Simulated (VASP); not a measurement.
Here is a VASP 6.6.1 calculation.

The input INCAR:

```
PREC     = Accurate       # precision mode
ENCUT    = 520            # plane-wave cutoff, eV
EDIFF    = 1E-7           # SCF threshold, eV
ISMEAR   = 1              # smearing method
SIGMA    = 0.05           # smearing width, eV
LREAL    = F              # projectors in reciprocal space
LASPH    = T              # aspherical terms in the spheres
NELM     = 80             # most SCF steps
ALGO     = Normal         # electronic algorithm
ISIF     = 2              # what is computed and relaxed
LWAVE    = F              # write WAVECAR
LCHARG   = F              # write CHGCAR
GGA      = PS             # functional
NBANDS   = 10             # bands
```

The input KPOINTS:

```
regular mesh
0
Gamma
  11 11 11
```

File POSCAR:

```
K
1.0
   -2.6125000000      2.6125000000      2.6125000000
    2.6125000000     -2.6125000000      2.6125000000
    2.6125000000      2.6125000000     -2.6125000000
K
1
Direct
    0.0000000000      0.0000000000      0.0000000000
```

Potentials or basis: VASP PAW PBE potentials, release 64 (K_sv).

The run is started by

```console
$ cat potpaw_PBE.64/K_sv/POTCAR > POTCAR
$ mpirun -np 1 vasp_std > vasp.out
```

**Question.** What does it give for the pressure?

**Answer.** 0.0 GPa.

Caveat: the PAW data sets were made with another functional, which shifts forces and pressure a little.
